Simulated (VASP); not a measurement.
A run of VASP 6.6.1 is set up as follows.

Contents of INCAR:

```
PREC     = Accurate       # precision mode
ENCUT    = 520            # plane-wave cutoff, eV
EDIFF    = 1E-7           # SCF threshold, eV
ISMEAR   = 0              # smearing method
SIGMA    = 0.01           # smearing width, eV
LREAL    = False          # projectors in reciprocal space
LASPH    = True           # aspherical terms in the spheres
NELM     = 80             # most SCF steps
ALGO     = Normal         # electronic algorithm
ISIF     = 2              # what is computed and relaxed
LWAVE    = False          # write WAVECAR
LCHARG   = False          # write CHGCAR
GGA      = CA             # functional
NBANDS   = 12             # bands
```

The input KPOINTS:

```
regular mesh
0
Gamma
  5 5 5
```

The input POSCAR:

```
CsH
1.0
    3.8436972138      0.0000000000      0.0000000000
    0.0000000000      3.8436972138      0.0000000000
    0.0000000000      0.0000000000      3.8436972138
Cs H
1 1
Direct
    0.0000000000      0.0000000000      0.0000000000
    0.5000000000      0.5000000000      0.5000000000
```

Potentials or basis: VASP PAW LDA potentials, release 64 (Cs_sv, H).

Launch:

```console
$ cat potpaw_LDA.64/Cs_sv/POTCAR potpaw_LDA.64/H/POTCAR > POTCAR
$ mpirun -np 1 vasp_std > vasp.out
```

Problem. Predict the band gap on the k mesh.

Solution. 2.98 eV, indirect (least direct gap 3.09 eV).

Problem. What does it give for the pressure?

Solution. -2.1 GPa.

Caveat: spin-orbit coupling is left out, which moves the levels of the heavy elements. A k mesh can miss the band edges.
